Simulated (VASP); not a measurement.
Write the native input for VASP 6.6.1 that does the following.

```yaml
Task: single point
Functional: HSE06
Potentials_or_basis: VASP PAW PBE potentials, release 64 (Ca_sv, Se)
Cutoff: 520 eV
k_mesh: 4 × 4 × 4
Occupations: gaussian, width 0.01 eV
Spin: no spin polarisation
Dipole_correction: no
Grid_for_exact_exchange_PRECFOCK: Normal
Further_INCAR_settings: ALGO = Normal; EDIFF = 1e-06; NBANDS = 15
Screening_parameter: 0.2079 1/Å
```

The system is CaSe.

```
CELL_PARAMETERS angstrom
3.63478 0.00000 0.00000
0.00000 3.63478 0.00000
0.00000 0.00000 3.63478
ATOMIC_POSITIONS crystal
Ca 0.00000 0.00000 0.00000
Se 0.50000 0.50000 0.50000
```

The input as run:

POSCAR

```
CaSe
1.0
    3.6347849166      0.0000000000      0.0000000000
    0.0000000000      3.6347849166      0.0000000000
    0.0000000000      0.0000000000      3.6347849166
Ca Se
1 1
Direct
    0.0000000000      0.0000000000      0.0000000000
    0.5000000000      0.5000000000      0.5000000000
```

INCAR.step1

```
  PREC = Accurate
  ENCUT = 520
  EDIFF = 1E-5
  ISMEAR = 0
  SIGMA = 0.01
  LREAL = F
  LASPH = T
  NELM = 60
  ALGO = Normal
  ISIF = 2
  LWAVE = T
  GGA = PE
  NBANDS = 15
```

INCAR.step2

```
  PREC = Accurate
  ENCUT = 520
  EDIFF = 1E-6
  ISMEAR = 0
  SIGMA = 0.01
  LREAL = F
  LASPH = T
  NELM = 60
  ALGO = Normal
  ISIF = 2
  LWAVE = F
  LCHARG = T
  GGA = PE
  LHFCALC = T
  HFSCREEN = 0.2079
  PRECFOCK = Normal
  LELF = T
  LVHAR = T
  ISTART = 1
  NBANDS = 15
```

KPOINTS

```
regular mesh
0
Gamma
  4 4 4
```

Potentials or basis: VASP PAW PBE potentials, release 64 (Ca_sv, Se).

The run is started by

```console
$ cat potpaw_PBE.64/Ca_sv/POTCAR potpaw_PBE.64/Se/POTCAR > POTCAR
$ cp INCAR.step1 INCAR
$ mpirun -np 1 vasp_std > vasp.out
$ cp INCAR.step2 INCAR
$ mpirun -np 1 vasp_std > vasp.out
```

It gave:

```yaml
Pressure: 0.5 GPa
Band_gap_on_the_k_mesh: 1.54 eV, direct
```

Caveat: the k points lie up to 0.43 Å⁻¹ apart; the PAW data sets were made with another functional, which shifts forces and pressure a little.

It took 8.4 min on 1 thread of Intel Xeon 6975P-C, with other jobs on the host, peak memory 0.28 GiB.
